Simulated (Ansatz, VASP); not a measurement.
ZrB2 in VASP and in Ansatz

Contents of INCAR:

```
PREC     = Accurate       # precision mode
ENCUT    = 520            # plane-wave cutoff, eV
EDIFF    = 1E-8           # SCF threshold, eV
ISMEAR   = -1             # smearing method
SIGMA    = 0.05           # smearing width, eV
LREAL    = F              # projectors in reciprocal space
LASPH    = T              # aspherical terms in the spheres
NELM     = 60             # most SCF steps
ALGO     = Normal         # electronic algorithm
ISIF     = 2              # what is computed and relaxed
LWAVE    = F              # write WAVECAR
LCHARG   = F              # write CHGCAR
GGA      = PE             # functional
LEFG     = T            
NBANDS   = 16             # bands
```

The input KPOINTS:

```
regular mesh
0
Gamma
  12 12 9
```

File POSCAR:

```
ZrB2
1.0
    3.1222243140      0.0000000000      0.0000000000
   -1.5611121570      2.7039255722      0.0000000000
    0.0000000000      0.0000000000      3.4724266007
Zr B
1 2
Direct
    0.0000000000      0.0000000000      0.0000000000
    0.3333333333      0.6666666667      0.5000000000
    0.6666666667      0.3333333333      0.5000000000
```

Input for Ansatz:

```yaml
crystal:
  lattice:
    - [3.122224314, 0.0, 0.0]
    - [-1.561112157, 2.7039255722, 0.0]
    - [0.0, 0.0, 3.4724266007]
  atoms:
    - { symbol: Zr, position: [0.0, 0.0, 0.0] }
    - { symbol: B, position: [0.3333333333, 0.6666666667, 0.5] }
    - { symbol: B, position: [0.6666666667, 0.3333333333, 0.5] }
kpoints:
  mp_grid: { grid: [12, 12, 9] }
scf:
  occupations: { method: fermi_dirac, width: 0.05 }
hamiltonian:
  xc: pbe
  pseudopotentials: { kind: paw }
output:
  forces: true
  stress: true
  eigenvalues: true
  efg: { contact_densities: true }
```

Change from the starting cell: volume scaled by 0.96, PAW files.

Alike in both runs: task electric field gradients; functional PBE; k mesh 12 × 12 × 9; occupations fermi-dirac, width 0.05 eV; no spin polarisation.

|  | VASP | Ansatz |
| --- | --- | --- |
| version | VASP 6.6.1 | Ansatz 0.2.0 |
| potentials or method | VASP PAW PBE potentials, release 64 (Zr_sv, B) | PAW with Ansatz's default frozen-core files, scalar-relativistic |
| plane-wave cutoff (eV) | 520 | 420 |
| valence electrons in the cell | 18 | 18 |

```tsv
	VASP	Ansatz	Ansatz less VASP
pressure (GPa)	13.6	13.4	-0.18
traceless stress, the component that is largest in VASP (GPa)	0.54	0.48	-0.054
size of Vzz on the site where it differs most (V/Å²)	41.6	45.1	+3.51
```
